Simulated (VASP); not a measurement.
Set up this calculation in VASP 6.6.1, as the native input.

```yaml
Task: single point
Functional: PBE
Dispersion: D3(BJ)
Potentials_or_basis: VASP PAW PBE potentials, release 64 (Be, N)
Cutoff: 520 eV
k_mesh: 4 × 4 × 1
Occupations: gaussian, width 0.15 eV
Spin: no spin polarisation
Dipole_correction: no
Further_INCAR_settings: LREAL = Auto; ALGO = Normal; EDIFF = 1e-06; NBANDS = 52
```

The structure of Be27N2 lies in POSCAR:

```
Be27N2
1.0
    6.8700000000      0.0000000000      0.0000000000
    3.4350000000      5.9495950000      0.0000000000
    0.0000000000      0.0000000000     14.5884300000
Be N
27 2
Direct
    0.0000000000      0.0000000000      0.0685474722
    0.3333333333      0.0000000000      0.0685474722
    0.6666666667      0.0000000000      0.0685474722
    0.0000000280      0.3333332773      0.0685474722
    0.3333333613      0.3333332773      0.0685474722
    0.6666666947      0.3333332773      0.0685474722
   -0.0000000280      0.6666667227      0.0685474722
    0.3333333053      0.6666667227      0.0685474722
    0.6666666387      0.6666667227      0.0685474722
   -0.1111487479      0.2224040460      0.1933926406
    0.2221149280      0.2221803333      0.1933594636
    0.5557341648      0.2219974637      0.1934203338
   -0.1109321114      0.5554709186      0.1933106578
    0.2221893915      0.5557909404      0.1934958731
    0.5552975360      0.5555976499      0.1934073783
   -0.1113344321      0.8888120956      0.1933875681
    0.2225032017      0.8885979634      0.1933552137
    0.5555662296      0.8890966528      0.1934338376
    0.0000441022     -0.0001292525      0.3180437511
    0.3333203552     -0.0000279011      0.3182381517
    0.6667003828     -0.0000057147      0.3184152784
    0.0000076958      0.3334600086      0.3179318816
    0.3333382390      0.3332539442      0.3183658557
    0.6666247343      0.3333327731      0.3182366437
   -0.0001021712      0.6666791605      0.3183555050
    0.3333331576      0.6667482408      0.3183950569
    0.6667267081      0.6666272242      0.3182097731
    0.8529415857      0.2819971780      0.5728679508
    1.0185032407      0.2711789626      0.5714568326
```

These files were run (other wordings do the same):

INCAR

```
ALGO = Normal ; EDIFF = 1E-6
ENCUT = 520 ; GGA = PE
ISIF = 2 ; ISMEAR = 0
IVDW = 12 ; LASPH = True
LCHARG = True ; LELF = True
LREAL = Auto ; LVHAR = True
LWAVE = False ; NBANDS = 52
NELM = 100 ; PREC = Accurate
SIGMA = 0.15
```

KPOINTS

```
k-points
0
Gamma
  4 4 1
```

Potentials or basis: VASP PAW PBE potentials, release 64 (Be, N).

The run is started by

```console
$ cat potpaw_PBE.64/Be/POTCAR potpaw_PBE.64/N/POTCAR > POTCAR
$ mpirun -np 1 vasp_std > vasp.out
```

Results of the run:

```
Largest force              : 1.736 eV/Å
Band gap on the k mesh     : zero (band 32 reaches 0.10 eV, above the bottom of band 33 at -0.74 eV)
Dispersion energy per atom : -0.209 eV
```

Caveat: the standard files for N, O and F lose accuracy on very short bonds.

Run time: 19 min on 1 thread of Intel(R) Xeon(R) Platinum 8375C CPU @ 2.90GHz (Ice Lake), on a shared host, peak memory 0.72 GiB.
